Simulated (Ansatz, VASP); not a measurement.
## Two plane-wave programs on ZnRe2

Contents of INCAR:

```
SYSTEM = ZnRe2
PREC = Accurate
ENCUT = 520
EDIFF = 1E-7
ISMEAR = 0
SIGMA = 0.1
LREAL = .FALSE.
LASPH = .TRUE.
NELM = 60
ALGO = Fast
ISIF = 2
LWAVE = .FALSE.
LCHARG = .FALSE.
GGA = PE
NBANDS = 35
```

Contents of KPOINTS:

```
regular mesh
0
G
  6 6 6
  0 0 0
```

The input POSCAR:

```
ZnRe2
1.0
   -2.0717845089      2.0717845089      5.2076506784
    2.0717845089     -2.0717845089      5.2076506784
    2.0717845089      2.0717845089     -5.2076506784
Zn Re
2 4
Direct
    0.0000000000      0.0000000000      0.0000000000
    0.7500000000      0.2500000000      0.5000000000
    0.2066000000      0.2066000000      0.0000000000
    0.9566000000      0.4566000000      0.5000000000
    0.5434000000      0.0434000000      0.5000000000
    0.7934000000      0.7934000000      0.0000000000
```

Input for Ansatz:

```yaml
crystal:
  lattice:
    - [-2.0717845089, 2.0717845089, 5.2076506784]
    - [2.0717845089, -2.0717845089, 5.2076506784]
    - [2.0717845089, 2.0717845089, -5.2076506784]
  atoms:
    - { symbol: Zn, position: [0.0, 0.0, 0.0] }
    - { symbol: Zn, position: [0.75, 0.25, 0.5] }
    - { symbol: Re, position: [0.2066, 0.2066, 0.0] }
    - { symbol: Re, position: [0.9566, 0.4566, 0.5] }
    - { symbol: Re, position: [0.5434, 0.0434, 0.5] }
    - { symbol: Re, position: [0.7934, 0.7934, 0.0] }
basis:
  ecutwfc: 420
kpoints:
  mp_grid: { grid: [6, 6, 6] }
hamiltonian:
  xc: pbe
scf:
  occupations: { method: gaussian, width: 0.1 }
  lower_state_search: "off"
output:
  forces: true
  stress: true
  eigenvalues: true
```

Alike in both runs: task single point; functional PBE; k mesh 6 × 6 × 6; occupations gaussian, width 0.1 eV; no spin polarisation.

```csv
,VASP,Ansatz
version,VASP 6.6.1,Ansatz 0.2.0
potentials or method,"VASP PAW PBE potentials, release 64 (Zn, Re), cutoff 520 eV","scalar-relativistic, plane waves, PAW"
valence electrons in the cell,52,84
```

|  | VASP | Ansatz | Ansatz less VASP |
| --- | --- | --- | --- |
| gap on the k mesh at the Fermi level (eV) | none | none | - |
| rms of the force components (eV/Å) | 1.772 | 1.748 | -0.0245 |

Atom by atom the forces differ by 0.025 eV/Å (rms over components). A gap of «none» marks a metal or a gap that the smearing closes. The functional is the same, so the differences come from potentials, cutoffs and numerics. VASP's potentials hold 52 valence electrons a cell and Ansatz's 84, so a difference there can come from the potentials and not from the codes.

Neither program's run includes spin-orbit coupling.
